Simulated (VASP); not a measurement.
# B32N31 (a cell with a defect) in VASP: notebook, part 4 of 4

VASP 6.6.1.

## Step 6: Relaxation of the atoms, PBEsol

File INCAR:

```
SYSTEM = B32N31
PREC = Accurate ; ENCUT = 520
EDIFF = 1E-6 ; ISMEAR = -1
SIGMA = 0.05 ; LREAL = Auto
LASPH = .TRUE. ; NELM = 80
ALGO = Normal ; ISIF = 2
LWAVE = .FALSE. ; LCHARG = .FALSE.
GGA = PS ; IBRION = 2
NSW = 100 ; EDIFFG = -0.03
NELECT = 252.0 ; ISYM = 0
```

File KPOINTS:

```
Automatic mesh
0
Gamma
  1 1 1
  0.25 0.25 0.25
```

File POSCAR:

```
B32N31
1.0
    7.2115910000      0.0000000000      0.0000000000
    0.0000000000      7.2115910000      0.0000000000
    0.0000000000      0.0000000000      7.2115910000
B N
32 31
Direct
    0.9947070000      0.9950440000      0.0018210000
    0.0019750000      0.0010510000      0.5017560000
    0.9982220000      0.4983360000      0.0021720000
    0.0007140000      0.4980320000      0.5015240000
    0.4996790000      0.9976070000      0.0015090000
    0.5032740000      0.9998900000      0.4972960000
    0.4992640000      0.5002550000      0.9974750000
    0.5055600000      0.5044740000      0.4967500000
    0.2471440000      0.2527260000      0.9964990000
    0.2459470000      0.2523320000      0.4913950000
    0.2527570000      0.7530540000      0.0024980000
    0.2407650000      0.7496600000      0.5025730000
    0.7469160000      0.2525980000      0.0027380000
    0.7438610000      0.2487990000      0.5007030000
    0.7540060000      0.7474250000      0.9976140000
    0.7473900000      0.7527830000      0.4972180000
    0.2492920000      0.0030900000      0.2492130000
    0.2486530000      0.9964530000      0.7485520000
    0.2514160000      0.4972270000      0.2546960000
    0.2460080000      0.4999530000      0.7508820000
    0.7470100000      0.0006280000      0.2484470000
    0.7501080000      0.0035040000      0.7496630000
    0.7533240000      0.4981540000      0.2482260000
    0.7497360000      0.4980930000      0.7501480000
    0.9981170000      0.2532180000      0.2505270000
    0.0028080000      0.2539200000      0.7503670000
    0.9989940000      0.7517730000      0.2468160000
    0.0016470000      0.7567740000      0.7465390000
    0.5008240000      0.2534090000      0.2486650000
    0.5010100000      0.2467360000      0.7504460000
    0.4986070000      0.7462920000      0.2526000000
    0.5024120000      0.7537450000      0.7513270000
    0.1225820000      0.1247590000      0.1244790000
    0.1277020000      0.1232370000      0.6237770000
    0.1265250000      0.6280800000      0.1218980000
    0.1232350000      0.6246320000      0.6245860000
    0.6265880000      0.1265250000      0.1250730000
    0.6236510000      0.1239730000      0.6255530000
    0.6186470000      0.6247120000      0.1239240000
    0.3725850000      0.3709450000      0.1194260000
    0.3792350000      0.3751080000      0.6230050000
    0.3768270000      0.8743770000      0.1235910000
    0.3738210000      0.8710870000      0.6256450000
    0.8764510000      0.3742370000      0.1257910000
    0.8730730000      0.3722780000      0.6273620000
    0.8723620000      0.8738540000      0.1225270000
    0.8722120000      0.8718180000      0.6236190000
    0.3740000000      0.1190740000      0.3733650000
    0.3809740000      0.1239800000      0.8749190000
    0.3748340000      0.6268830000      0.3688940000
    0.3767620000      0.6264430000      0.8758960000
    0.8724960000      0.1264940000      0.3737000000
    0.8724140000      0.1270180000      0.8732850000
    0.8783200000      0.6260200000      0.3731270000
    0.8740340000      0.6256460000      0.8751530000
    0.1213830000      0.3754380000      0.3714110000
    0.1239390000      0.3740200000      0.8750140000
    0.1254980000      0.8790180000      0.3762190000
    0.1303370000      0.8730430000      0.8750800000
    0.6234620000      0.3784310000      0.3730220000
    0.6295550000      0.3810420000      0.8781660000
    0.6251260000      0.8784970000      0.3746470000
    0.6209690000      0.8759090000      0.8723940000
```

Potentials or basis: VASP PAW PBE potentials, release 64 (B, N).

The run is started by

```bash
> cat potpaw_PBE.64/B/POTCAR potpaw_PBE.64/N/POTCAR > POTCAR
> mpirun -np 1 vasp_std > vasp.out
```

OUTCAR:

```text
SYSTEM = B32N31
   PREC = Accurate
   ENCUT = 520
   EDIFF = 1E-6
   ISMEAR = -1
   LREAL = Auto
   LASPH = .TRUE.
   NELM = 80
   ISIF = 2
   GGA = PS
   IBRION = 2
   NSW = 100
   EDIFFG = -0.03
   NELECT = 252.0
   ISYM = 0

 ion  position               nearest neighbor table
   1  0.995  0.995  0.002-  46 1.52  33 1.58  53 1.59  59 1.60
   2  0.002  0.001  0.502-  34 1.54  58 1.55  47 1.59  52 1.59
   3  0.998  0.498  0.002-  44 1.54  57 1.57  35 1.57  55 1.58
   4  0.001  0.498  0.502-  36 1.55  56 1.56  54 1.58  45 1.58
   5  0.500  0.998  0.002-  42 1.53  49 1.55  63 1.55  37 1.58
   6  0.503  1.000  0.497-  62 1.52  48 1.55  38 1.55  43 1.61
   7  0.499  0.500  0.997-  61 1.54  51 1.54  39 1.54  40 1.57
   8  0.506  0.504  0.497-  60 1.53  50 1.59  41 1.59
[... 795 lines left out ...]
  ---------------------------------------------------
  free energy    TOTEN  =      -559.78464965 eV

  energy without entropy =     -559.78464965  energy(sigma->0) =     -559.78464965

 E-fermi :  11.0154     XC(G=0): -12.9998

 val. band max:        9.8153865406   @ k =   0.2500   0.2500   0.2500
 cond. band min:      12.2142931077   @ k =  -0.2500   0.2500   0.2500
 fundamental gap:      2.3989065671
 Fermi energy:        11.0154028280

 k-point     1 :       0.2500    0.2500    0.2500
  band No.  band energies     occupation
      1     -12.6662      2.00000
      2     -11.7124      2.00000
      3     -11.6977      2.00000
      4     -11.5336      2.00000
      5     -10.7666      2.00000
      6     -10.7302      2.00000
[... 553 lines left out ...]
    137      15.4113      0.00000
    138      15.4573      0.00000
 [bands above 138 left out]

------------------------ aborting loop because EDIFF is reached ----------------------------------------

  FORCE on cell =-STRESS in cart. coord.  units (eV):
  Direction    XX          YY          ZZ          XY          YZ          ZX
  --------------------------------------------------------------------------------------
  -------------------------------------------------------------------------------------
  Total        0.6997703      0.7044601     28.4599067      0.0219487     -0.0172195     -0.0857742
  in kB        2.9893228      3.0093569    121.5768230      0.0937617     -0.0735595     -0.3664157
  external PRESSURE =      42.5251675 kB  Pullay stress =       0.0000000 kB
[... 78 lines left out ...]
  FREE ENERGIE OF THE ION-ELECTRON SYSTEM (eV)
  ---------------------------------------------------
  free  energy   TOTEN  =      -559.7846496508 eV

  energy  without entropy=     -559.7846496506  energy(sigma->0) =     -559.78464965

 reached required accuracy - stopping structural energy minimisation
```

OSZICAR:

```text
N       E                     dE             d eps       ncg     rms          rms(c)
DAV:   1     0.113953855822E+04    0.11395E+04   -0.13656E+05  1264   0.158E+03
DAV:   2    -0.506450083207E+03   -0.16460E+04   -0.15939E+04  1600   0.349E+02
DAV:   3    -0.586381181017E+03   -0.79931E+02   -0.79178E+02  1520   0.800E+01
[... 240 lines left out ...]
DAV:   5    -0.559784621563E+03    0.20668E-06   -0.80145E-07   880   0.336E-03
  25 F= -.55978462E+03 E0= -.55978462E+03  d E =-.382787E-03
       N       E                     dE             d eps       ncg     rms          rms(c)
DAV:   1    -0.559784645567E+03   -0.23797E-04   -0.49275E-03  1300   0.201E-01    0.143E-02
DAV:   2    -0.559784650648E+03   -0.50815E-05   -0.84522E-05  1536   0.265E-02    0.862E-03
DAV:   3    -0.559784649651E+03    0.99765E-06   -0.36170E-06  1184   0.714E-03
  26 F= -.55978465E+03 E0= -.55978465E+03  d E =-.410875E-03
```

CONTCAR:

```text
B32N31
   1.00000000000000
     7.2115910000000003    0.0000000000000000    0.0000000000000000
     0.0000000000000000    7.2115910000000003    0.0000000000000000
     0.0000000000000000    0.0000000000000000    7.2115910000000003
  B               N
    32    31
Direct
     0.9999432480421516    0.0006271292059938    0.9984024581266986
     0.9959570754752748    0.9966104892751525    0.5004041315645321
     0.0008522096421848    0.5003891212657756    0.9985898027944403
     0.9963267984716541    0.5013616018090591    0.5006259841676350
     0.4997063375800068    0.0015017685234080    0.9986649340072115
     0.5007682532628218    0.9968795556194515    0.5005848155000131
[... 55 lines left out ...]
     0.6222289494593195    0.8764922298340407    0.3684209407085599
     0.6267288873899780    0.8763705186480318    0.8800949509992633

  0.00000000E+00  0.00000000E+00  0.00000000E+00
  0.00000000E+00  0.00000000E+00  0.00000000E+00
  0.00000000E+00  0.00000000E+00  0.00000000E+00
  0.00000000E+00  0.00000000E+00  0.00000000E+00
  0.00000000E+00  0.00000000E+00  0.00000000E+00
  0.00000000E+00  0.00000000E+00  0.00000000E+00
[... 55 lines left out ...]
  0.00000000E+00  0.00000000E+00  0.00000000E+00
  0.00000000E+00  0.00000000E+00  0.00000000E+00
```

Wall time 2.4 h (1 thread of Oxide Virtual Turin-like, shared host); peak memory 0.49 GiB.

Results:

```yaml
Free_energy: -559.7846 eV
Energy_gained_by_relaxing: 37.0 meV/atom
Ionic_steps: 26
Largest_force_after_relaxing: 0.028 eV/Å
```

Forces on the atoms (eV/Å):
```
B    0.000  0.001  0.014
B   -0.006  0.002 -0.001
B   -0.007 -0.005  0.010
B   -0.019  0.004 -0.008
B    0.000  0.004  0.007
B    0.005 -0.002  0.000
B    0.006 -0.005  0.002
B   -0.017 -0.022 -0.001
B   -0.002 -0.003  0.010
B   -0.004 -0.007  0.001
B   -0.001  0.002  0.006
B    0.012 -0.001 -0.005
B   -0.005 -0.005  0.009
B   -0.002  0.004 -0.002
B    0.002  0.008  0.000
B    0.000  0.016 -0.003
B    0.001  0.002 -0.014
B    0.002  0.008  0.001
B    0.007 -0.001 -0.009
B    0.013 -0.003  0.006
B    0.001 -0.001 -0.006
B    0.005  0.001  0.001
B   -0.005 -0.004 -0.003
B    0.009 -0.019  0.002
B    0.000  0.002 -0.009
B   -0.001 -0.006  0.002
B   -0.008  0.006 -0.006
B   -0.014  0.002  0.003
B    0.005 -0.002 -0.009
B    0.008  0.001  0.005
B    0.007  0.005 -0.002
B   -0.003  0.010  0.000
N   -0.001 -0.001  0.001
N   -0.001 -0.001 -0.003
N   -0.003  0.003  0.004
N   -0.004  0.003  0.000
N    0.000 -0.008  0.003
N    0.004  0.001  0.002
N    0.004  0.005 -0.004
N   -0.006  0.000 -0.003
N   -0.006  0.001  0.001
N   -0.005 -0.004  0.001
N   -0.001 -0.005  0.001
N    0.004 -0.001  0.005
N    0.002  0.009  0.000
N    0.010 -0.001 -0.004
N    0.004 -0.010  0.001
N   -0.006  0.005 -0.001
N   -0.009  0.003 -0.005
N    0.001  0.000  0.005
N    0.002 -0.005 -0.003
N    0.010  0.001 -0.002
N    0.005  0.000  0.001
N    0.001  0.002  0.004
N    0.008  0.003 -0.004
N    0.004  0.007  0.006
N    0.001  0.003 -0.004
N   -0.001 -0.001  0.005
N    0.000  0.000 -0.005
N   -0.002  0.008  0.011
N   -0.005  0.007 -0.013
N   -0.004 -0.006  0.008
N    0.007 -0.003 -0.009
```

Step by step:
```
step  energy change (eV)  largest force (eV/Å)  pressure (GPa)
   1              0.0000                2.4854            5.90
   2              0.4658                3.4930            6.38
   3             -1.1602                0.6672            5.20
   4             -1.2481                0.8539            5.26
   5             -1.2843                0.6940            5.20
   6             -1.4233                1.1507            5.23
   7             -1.1701                1.9450            5.69
   8             -1.4820                1.2729            5.29
   9             -1.5437                1.2782            5.28
  10             -1.6715                1.2851            5.28
  11             -1.5708                2.0794            5.41
  12             -1.6946                1.4713            5.30
  13             -1.8598                1.3268            5.10
  14             -2.0402                0.8382            4.72
  15             -2.1716                0.6230            4.54
  16             -2.2522                0.5356            4.32
  17             -2.2986                0.3110            4.26
  18             -2.3053                0.2717            4.24
  19             -2.3194                0.1690            4.24
  20             -2.3222                0.1431            4.25
  21             -2.3267                0.0591            4.25
  22             -2.3270                0.0576            4.25
  23             -2.3281                0.0431            4.25
  24             -2.3282                0.0440            4.25
  25             -2.3286                0.0319            4.25
  26             -2.3286                0.0282            4.25
```

Final structure:
```xyz
63
Lattice="7.2116 0.0000 0.0000 0.0000 7.2116 0.0000 0.0000 0.0000 7.2116" Properties=species:S:1:pos:R:3 pbc="T T T"
B     7.2112    0.0045    7.2001
B     7.1824    7.1871    3.6087
B     0.0061    3.6086    7.2014
B     7.1851    3.6156    3.6103
B     3.6037    0.0108    7.2020
B     3.6113    7.1891    3.6100
B     3.5843    3.5897    0.0246
B     3.7955    3.8000    3.4590
B     1.7978    1.8025    7.2004
B     1.8273    1.8318    3.6088
B     1.7916    5.4104    7.2019
B     1.8244    5.4026    3.6103
B     5.4057    1.7968    7.2015
B     5.3978    1.8292    3.6101
B     5.4241    5.4289    0.0245
B     5.2165    5.2203    3.4587
B     1.7973    0.0051    1.8065
B     1.8248    7.1888    5.3995
B     1.7924    3.6083    1.8050
B     1.8253    3.6145    5.3941
B     5.4054    0.0101    1.8046
B     5.3989    7.1882    5.3942
B     5.4268    3.5876    1.7668
B     5.2408    3.7729    5.5353
B     0.0002    1.8019    1.8061
B     7.1843    1.8297    5.3993
B     0.0056    5.4101    1.8046
B     7.1837    5.4041    5.3941
B     3.6036    1.7974    1.8050
B     3.6094    1.8304    5.3941
B     3.5826    5.4311    1.7670
B     3.7666    5.2467    5.5355
N     0.8987    0.9035    0.8974
N     0.8990    0.9035    4.5035
N     0.8990    4.5093    0.8972
N     0.8989    4.5091    4.5025
N     4.5047    0.9041    0.8972
N     4.5042    0.9034    4.5024
N     4.5043    4.5092    0.8960
N     2.6880    2.6928    0.9142
N     2.7580    2.7628    4.4990
N     2.6871    6.3271    0.8792
N     2.7605    6.2534    4.5099
N     6.3223    2.6919    0.8787
N     6.2487    2.7649    4.5097
N     6.3209    6.3259    0.9139
N     6.2511    6.2561    4.4987
N     2.7043    0.9002    2.7114
N     2.7045    0.9066    6.2957
N     2.6933    4.5271    2.6575
N     2.6935    4.4939    6.3467
N     6.3049    0.9067    2.7113
N     6.3046    0.9003    6.2952
N     6.3166    4.4916    2.6570
N     6.3148    4.5250    6.3464
N     0.8956    2.7084    2.7111
N     0.9019    2.7090    6.2955
N     0.9021    6.3099    2.7112
N     0.8955    6.3095    6.2955
N     4.5224    2.6980    2.6572
N     4.4888    2.6987    6.3467
N     4.4873    6.3209    2.6569
N     4.5197    6.3200    6.3469
```

Caveat: the cell carries a net charge on a neutralising background, which shifts energy and pressure; the cell is charged against a uniform background, so pressure and absolute levels hang on convention; the PAW data sets were made with another functional, which shifts forces and pressure a little.
